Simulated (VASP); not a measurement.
Wanted: the native input for a VASP 6.6.1 run.

- Task: single point
- Functional: PBE
- Potentials or basis: VASP PAW PBE potentials, release 64 (Si, C)
- Cutoff: 520 eV
- k mesh: 6 × 6 × 1
- Occupations: gaussian, width 0.1 eV
- Spin: no spin polarisation
- Dipole correction: no
- Further INCAR settings: ALGO = Normal; EDIFF = 1e-07; NBANDS = 31

The structure of SiC4 lies in POSCAR:

```
SiC4
1.0
    2.4707142777      0.0000000000      0.0000000000
   -1.2353571388      2.1397013300      0.0000000000
    0.0000000000      0.0000000000     23.9281544146
Si C
2 8
Direct
    0.3333333333      0.6666666667      0.7500000000
    0.6666666667      0.3333333333      0.2500000000
    0.3333333333      0.6666666667      0.9236637383
    0.3333333333      0.6666666667      0.0763289507
    0.3333333333      0.6666666667      0.4236710493
    0.3333333333      0.6666666667      0.5763362617
    0.6666666667      0.3333333333      0.5763289507
    0.6666666667      0.3333333333      0.9236710493
    0.6666666667      0.3333333333      0.0763362617
    0.6666666667      0.3333333333      0.4236637383
```

These files were run (other wordings do the same):

INCAR

```
ALGO     = Normal         # electronic algorithm
EDIFF    = 1E-7           # SCF threshold, eV
ENCUT    = 520            # plane-wave cutoff, eV
GGA      = PE             # functional
ISIF     = 2              # what is computed and relaxed
ISMEAR   = 0              # smearing method
LASPH    = T              # aspherical terms in the spheres
LCHARG   = T              # write CHGCAR
LELF     = T              # ELF
LREAL    = F              # projectors in reciprocal space
LVHAR    = T            
LWAVE    = F              # write WAVECAR
NBANDS   = 31             # bands
NELM     = 100            # most SCF steps
PREC     = Accurate       # precision mode
SIGMA    = 0.1            # smearing width, eV
```

KPOINTS

```
k-points
0
Gamma
  6 6 1
```

Potentials or basis: VASP PAW PBE potentials, release 64 (Si, C).

Launch:

```bash
$ cat potpaw_PBE.64/Si/POTCAR potpaw_PBE.64/C/POTCAR > POTCAR
$ mpirun -np 1 vasp_std > vasp.out
```

Results of the run:

| Item | Value |
| --- | --- |
| Pressure | 0.4 GPa |
| Band gap on the k mesh | zero (band 20 reaches 3.65 eV, above the bottom of band 21 at 3.61 eV) |

Caveat: the k points lie up to 0.49 Å⁻¹ apart.

It took 34 s on 1 thread of AMD EPYC 9R14 (Zen 4), on a shared host, peak memory 0.19 GiB.
